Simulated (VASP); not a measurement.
# MoS in VASP: relaxation of the atoms with PBEsol

Aim: the relaxation of the atoms of MoS with PBEsol.

Program: VASP 6.6.1. These are calculated values, not measurements. Logs are shortened: lines on timing, memory, paths and dates and some standing lists are left out, and cuts for length are marked.

## 1. The cell of the first run

The cell holds a slab with vacuum, 4 atoms: a = 3.142 Å, b = 3.142 Å, c = 32.337 Å, α = 90.00°, β = 90.00°, γ = 120.00°.

## 2. Relaxation of the atoms, PBEsol

Contents of INCAR:

```
PREC     = Accurate       # precision mode
ENCUT    = 520            # plane-wave cutoff, eV
EDIFF    = 1E-6           # SCF threshold, eV
ISMEAR   = 0              # smearing method
SIGMA    = 0.05           # smearing width, eV
LREAL    = F              # projectors in reciprocal space
LASPH    = T              # aspherical terms in the spheres
NELM     = 80             # most SCF steps
ALGO     = Normal         # electronic algorithm
ISIF     = 2              # what is computed and relaxed
LWAVE    = F              # write WAVECAR
LCHARG   = F              # write CHGCAR
LDIPOL   = T            
IDIPOL   = 3            
DIPOL    = 0.5 0.5 0.500
GGA      = PS             # functional
IBRION   = 2              # ionic algorithm
NSW      = 80             # ionic steps
EDIFFG   = -0.02          # ionic threshold
```

Contents of KPOINTS:

```
regular mesh
0
Gamma
  9 9 1
```

Contents of POSCAR:

```
MoS
1.0
    3.1415002775      0.0000000000      0.0000000000
   -1.5707501387      2.7206190463      0.0000000000
    0.0000000000      0.0000000000     32.3373047485
Mo S
2 2
Direct
    0.0000000000      0.0000000000      0.2319302755
    0.0000000000      0.0000000000      0.7680697245
    0.3333333333      0.6666666667      0.2801126212
    0.3333333333      0.6666666667      0.7198873788
```

Potentials or basis: VASP PAW PBE potentials, release 64 (Mo_sv, S).

Run with:

```sh
cat potpaw_PBE.64/Mo_sv/POTCAR potpaw_PBE.64/S/POTCAR > POTCAR
mpirun -np 1 vasp_std > vasp.out
```

OUTCAR:

```text
PREC = Accurate
   ENCUT = 520
   EDIFF = 1E-6
   ISMEAR = 0
   LREAL = F
   LASPH = T
   NELM = 80
   ISIF = 2
   GGA = PS
   IBRION = 2
   NSW = 80
   EDIFFG = -0.02

 ion  position               nearest neighbor table
   1  0.000  0.000  0.232-   3 2.39   3 2.39   3 2.39
   2  0.000  0.000  0.768-   4 2.39   4 2.39   4 2.39
   3  0.333  0.667  0.280-   1 2.39   1 2.39   1 2.39
   4  0.333  0.667  0.720-   2 2.39   2 2.39   2 2.39

  LATTYP: Found a hexagonal cell.
 ALAT       =     3.1415002775
 C/A-ratio  =    10.2935864689

  Lattice vectors:

 A1 = (   3.1415002775,   0.0000000000,   0.0000000000)
 A2 = (  -1.5707501387,   2.7206190463,   0.0000000000)
 A3 = (   0.0000000000,   0.0000000000,  32.3373047485)

Analysis of symmetry for initial positions (statically):
=====================================================================
 Subroutine PRICEL returns:
 Original cell was already a primitive cell.

 Routine SETGRP: Setting up the symmetry group for a
 hexagonal supercell.

 Subroutine GETGRP returns: Found 12 space group operations
 (whereof 12 operations were pure point group operations)
 out of a pool of 24 trial point group operations.

The static configuration has the point symmetry D_3h.

Analysis of symmetry for dynamics (positions and initial velocities):
=====================================================================
 Subroutine PRICEL returns:
 Original cell was already a primitive cell.

 Routine SETGRP: Setting up the symmetry group for a
 hexagonal supercell.

 Subroutine GETGRP returns: Found 12 space group operations
 (whereof 12 operations were pure point group operations)
 out of a pool of 24 trial point group operations.

The dynamic configuration has the point symmetry D_3h.

 Subroutine INISYM returns: Found 12 space group operations
 (whereof 12 operations are pure point group operations),
 and found     1 'primitive' translations

----------------------------------------------------------------------------------------

                                     Primitive cell

  volume of cell :     276.3813

  direct lattice vectors                    reciprocal lattice vectors
     3.141500278  0.000000000  0.000000000     0.318319246  0.183781702  0.000000000
    -1.570750139  2.720619046  0.000000000     0.000000000  0.367563405  0.000000000
     0.000000000  0.000000000 32.337304749     0.000000000  0.000000000  0.030924037

  length of vectors
     3.141500278  3.141500277 32.337304749     0.367563405  0.367563405  0.030924037

  position of ions in fractional coordinates (direct lattice)
     0.000000000  0.000000000  0.231930275
     0.000000000  0.000000000  0.768069725
     0.333333333  0.666666667  0.280112621
     0.333333333  0.666666667  0.719887379

  ion indices of the primitive-cell ions
   primitive index   ion index
                 1           1
                 2           2
                 3           3
                 4           4

----------------------------------------------------------------------------------------

 KPOINTS: regular mesh

Automatic generation of k-mesh.
 Grid dimensions read from file:
 generate k-points for:    9    9    1

 Generating k-lattice:

  Cartesian coordinates                     Fractional coordinates (reciprocal lattice)
     0.035368805  0.020420189  0.000000000     0.111111111  0.000000000  0.000000000
     0.000000000  0.040840378  0.000000000     0.000000000  0.111111111  0.000000000
     0.000000000  0.000000000  0.030924037     0.000000000  0.000000000  1.000000000

  Length of vectors
     0.040840378  0.040840378  0.030924037

  Shift w.r.t. Gamma in fractional coordinates (k-lattice)
     0.000000000  0.000000000  0.000000000

 Subroutine IBZKPT returns following result:
 ===========================================

 Found     12 irreducible k-points:

 Following reciprocal coordinates:
            Coordinates               Weight
  0.000000  0.000000  0.000000      1.000000
  0.111111  0.000000  0.000000      6.000000
  0.222222 -0.000000  0.000000      6.000000
  0.333333  0.000000  0.000000      6.000000
  0.444444 -0.000000  0.000000      6.000000
  0.111111  0.111111  0.000000      6.000000
  0.222222  0.111111  0.000000     12.000000
  0.333333  0.111111  0.000000     12.000000
  0.444444  0.111111  0.000000      6.000000
  0.222222  0.222222  0.000000      6.000000
  0.333333  0.222222  0.000000     12.000000
  0.333333  0.333333  0.000000      2.000000
   k-points           NKPTS =     12   k-points in BZ     NKDIM =     12   number of bands    NBANDS=     24
   number of dos      NEDOS =    301   number of ions     NIONS =      4
   total plane-waves  NPLWV = 144000
   dimension x,y,z NGX =    24 NGY =   24 NGZ =  250
   dimension x,y,z NGXF=    48 NGYF=   48 NGZF=  500
   ions per type =               2   2
   NGX,Y,Z   is equivalent  to a cutoff of  12.70, 12.70, 12.85 a.u.
   NGXF,Y,Z  is equivalent  to a cutoff of  25.40, 25.40, 25.70 a.u.
 SYSTEM =  unknown system
   PREC   = accura    normal or accurate (medium, high low for compatibility)
   ISTART =      0    job   : 0-new  1-cont  2-samecut
   ICHARG =      2    charge: 1-file 2-atom 10-const
   ISPIN  =      1    spin polarized calculation?
   LNONCOLLINEAR =      F non collinear calculations
   LSORBIT =      F    spin-orbit coupling
   LASPH  =      T    aspherical Exc in radial PAW
   ENCUT  =  520.0 eV  38.22 Ry    6.18 a.u.   5.84  5.84 60.13*2*pi/ulx,y,z
   NELM   =     80;   NELMIN=  2; NELMDL= -5     # of ELM steps
   EDIFF  = 0.1E-05   stopping-criterion for ELM
   LREAL  =      F    real-space projection
   EDIFFG = -.2E-01   stopping-criterion for IOM
   NSW    =     80    number of steps for IOM
   IBRION =      2    ionic relax: 0-MD 1-quasi-New 2-CG
   NFREE  =      1    steps in history (QN), initial steepest desc. (CG)
   ISIF   =      2    stress and relaxation
   ISYM   =      2    0-nonsym 1-usesym 2-fastsym
   POTIM  = 0.5000    time-step for ionic-motion
   TEBEG  =    0.0;   TEEND  =   0.0 temperature during run
   PSTRESS=    0.0 pullay stress
   NELECT =      40.0000    total number of electrons
   NUPDOWN=      -1.0000    fix difference up-down
   EMIN   =  10.00;   EMAX   =-10.00  energy-range for DOS
   EFERMI =   0.00;   METHOD = LEGACY
   ISMEAR =     0;   SIGMA  =   0.05  broadening in eV -4-tet -1-fermi 0-gaus
   EFERMI_NEDOS =   21; number of points for ismear=-14 and -15
   IALGO  =     38    algorithm
   IMIX   =      4    mixing-type and parameters
     AMIX     =   0.40;   BMIX     =  1.00
     AMIX_MAG =   1.60;   BMIX_MAG =  1.00
  volume/ion in A,a.u.               =      69.10       466.28
  Fermi-wavevector in a.u.,A,eV,Ry     =   0.859525  1.624267 10.051760  0.738784
  Thomas-Fermi vector in A             =   1.976893
   LORBIT       =      0    0 simple, 1 ext, 2 COOP (PROOUT), +10 PAW based schemes
   GGA     = PS    functional components
   LHFCALC =     F    Hartree Fock is set to
   AEXX    =    0.0000 exact exchange contribution
   IVDW    =     0    specifies the selected vdW correction
   LEPSILON=     F    determine dielectric tensor
   LRPA    =     F    only Hartree local field effects (RPA)
 conjugate gradient relaxation of ions
 non-spin polarized calculation
 Gauss-broadening in eV      SIGMA  =   0.05
  energy-cutoff  :      520.00
  volume of cell :      276.38
 maximum number of plane-waves:      7480
 NGX is ok and might be reduce to    24
   NGX = 11   NGY = 11   NGZ =121

--------------------------------------- Ionic step        1  -------------------------------------------

 number of electron      40.0000000 magnetization

 Free energy of the ion-electron system (eV)
  ---------------------------------------------------
  ext. energy  EPLUGINS =         0.00000000
  ---------------------------------------------------
  free energy    TOTEN  =       -31.10814999 eV

  energy without entropy =      -31.10211242  energy(sigma->0) =      -31.10513121

------------------------ aborting loop because EDIFF is reached ----------------------------------------

  FORCE on cell =-STRESS in cart. coord.  units (eV):
  Direction    XX          YY          ZZ          XY          YZ          ZX
  --------------------------------------------------------------------------------------
  -------------------------------------------------------------------------------------
  Total       -9.3540923     -9.3540923     -3.3397654     -0.0000000      0.0000000     -0.0000000
  in kB      -54.2255017    -54.2255017    -19.3605590     -0.0000000      0.0000000     -0.0000000
  external PRESSURE =     -42.6038541 kB  Pullay stress =       0.0000000 kB

 VOLUME and BASIS-vectors are now :
 -----------------------------------------------------------------------------
  energy-cutoff  :      520.00
  volume of cell :      276.38
      direct lattice vectors                 reciprocal lattice vectors
     3.141500278  0.000000000  0.000000000     0.318319246  0.183781702  0.000000000
    -1.570750139  2.720619046  0.000000000     0.000000000  0.367563405  0.000000000
     0.000000000  0.000000000 32.337304749     0.000000000  0.000000000  0.030924037
[... 39 lines left out ...]
 POSITION                                       TOTAL-FORCE (eV/Angst)
 -----------------------------------------------------------------------------------
     -0.00000      0.00000      7.55122        -0.000000     -0.000000     -0.691448
     -0.00000      0.00000     24.78608        -0.000000     -0.000000      0.691448
     -0.00000      1.81375      9.00685         0.000000      0.000000      0.691170
     -0.00000      1.81375     23.33045        -0.000000      0.000000     -0.691170
 -----------------------------------------------------------------------------------
    total drift:                                0.000000     -0.000000      0.000000

  FREE ENERGIE OF THE ION-ELECTRON SYSTEM (eV)
  ---------------------------------------------------
  free  energy   TOTEN  =       -31.1480519001 eV

  energy  without entropy=      -31.1443735285  energy(sigma->0) =      -31.14621271

--------------------------------------- Ionic step        3  -------------------------------------------

 number of electron      40.0000001 magnetization

 dipolmoment           0.000000      0.000000      0.000000 electrons x Angstroem

 Free energy of the ion-electron system (eV)
  ---------------------------------------------------
  ext. energy  EPLUGINS =         0.00000000
  ---------------------------------------------------
  free energy    TOTEN  =       -31.17574832 eV

  energy without entropy =      -31.17084250  energy(sigma->0) =      -31.17329541

 E-fermi :  -1.4695     XC(G=0):  -3.8420

 val. band max:       -1.5061744307   @ k =   0.4444  -0.0000   0.0000
 cond. band min:      -1.4325911356   @ k =   0.1111   0.1111   0.0000
 fundamental gap:      0.0735832951
 Fermi energy:        -1.4694716392

 k-point     1 :       0.0000    0.0000    0.0000
  band No.  band energies     occupation
      1     -62.4144      2.00000
      2     -62.4144      2.00000
      3     -36.5861      2.00000
      4     -36.5861      2.00000
      5     -36.3211      2.00000
      6     -36.3211      2.00000
[... 16 lines left out ...]
     23      -1.3583      0.00167
     24      -1.3583      0.00167
[... 276 lines left out ...]
      4     -36.6129      2.00000
      5     -36.5827      2.00000
      6     -36.5827      2.00000
[... 16 lines left out ...]
     23       0.3220      0.00000
     24       0.3220      0.00000

------------------------ aborting loop because EDIFF is reached ----------------------------------------

 vacuum level on the upper side and lower side of the slab       (xc-potential included)        -0.248        -0.248

  FORCE on cell =-STRESS in cart. coord.  units (eV):
  Direction    XX          YY          ZZ          XY          YZ          ZX
  --------------------------------------------------------------------------------------
  -------------------------------------------------------------------------------------
  Total       -7.9761309     -7.9761309     -0.0241548     -0.0000000      0.0000000      0.0000000
  in kB      -46.2374846    -46.2374846     -0.1400248     -0.0000000      0.0000000      0.0000000
  external PRESSURE =     -30.8716647 kB  Pullay stress =       0.0000000 kB

 VOLUME and BASIS-vectors are now :
 -----------------------------------------------------------------------------
  energy-cutoff  :      520.00
  volume of cell :      276.38
      direct lattice vectors                 reciprocal lattice vectors
     3.141500278  0.000000000  0.000000000     0.318319246  0.183781702  0.000000000
    -1.570750139  2.720619046  0.000000000     0.000000000  0.367563405  0.000000000
     0.000000000  0.000000000 32.337304749     0.000000000  0.000000000  0.030924037

 POSITION                                       TOTAL-FORCE (eV/Angst)
 -----------------------------------------------------------------------------------
     -0.00000      0.00000      7.53142         0.000000     -0.000000     -0.002348
     -0.00000      0.00000     24.80589         0.000000     -0.000000      0.002348
     -0.00000      1.81375      9.02666        -0.000000     -0.000000      0.003021
     -0.00000      1.81375     23.31064        -0.000000      0.000000     -0.003021
 -----------------------------------------------------------------------------------
    total drift:                                0.000000     -0.000000      0.000000

  FREE ENERGIE OF THE ION-ELECTRON SYSTEM (eV)
  ---------------------------------------------------
  free  energy   TOTEN  =       -31.1757483160 eV

  energy  without entropy=      -31.1708425023  energy(sigma->0) =      -31.17329541

 reached required accuracy - stopping structural energy minimisation

 vacuum level on the upper side and lower side of the slab         2.613         2.613
```

It took 2 min on 1 thread of Intel Xeon 6975P-C (Granite Rapids), shared host; peak memory 0.41 GiB.

Results:

| Property | Result |
| --- | --- |
| Free energy | -31.1757 eV |
| Energy gained by relaxing | 16.9 meV/atom |
| Ionic steps | 3 |
| Largest force after relaxing | 0.003 eV/Å |
| Band gap on the k mesh | 0.07 eV (least direct gap 0.37 eV) |

Forces in eV/Å, atoms in the order of the input:
```
Mo   0.000  0.000 -0.002
Mo   0.000  0.000  0.002
S    0.000  0.000  0.003
S    0.000  0.000 -0.003
```

The path:
```tsv
step	energy change (eV)	largest force (eV/Å)	pressure (GPa)
1	0.0000	1.0620	-4.26
2	-0.0399	0.6914	-2.27
3	-0.0676	0.0030	-3.09
```

Final structure:
```
Mo S
1.0
     3.14150    0.00000    0.00000
    -1.57075    2.72062    0.00000
     0.00000    0.00000   32.33730
Mo S
2 2
Direct
  0.00000 0.00000 0.23290
  0.00000 0.00000 0.76710
  0.33333 0.66667 0.27914
  0.33333 0.66667 0.72086
```

Levels at points of the mesh, in eV from the valence-band top:
```csv
k point,band 16,band 17,band 18,band 19,band 20,band 21,band 22,band 23,band 24
"(0.00, 0.00, 0.00)",-2.62,-0.55,-0.55,-0.22,-0.22,0.15,0.15,0.15,0.15
```

Caveat: the PAW data sets were made with another functional, which shifts forces and pressure a little.
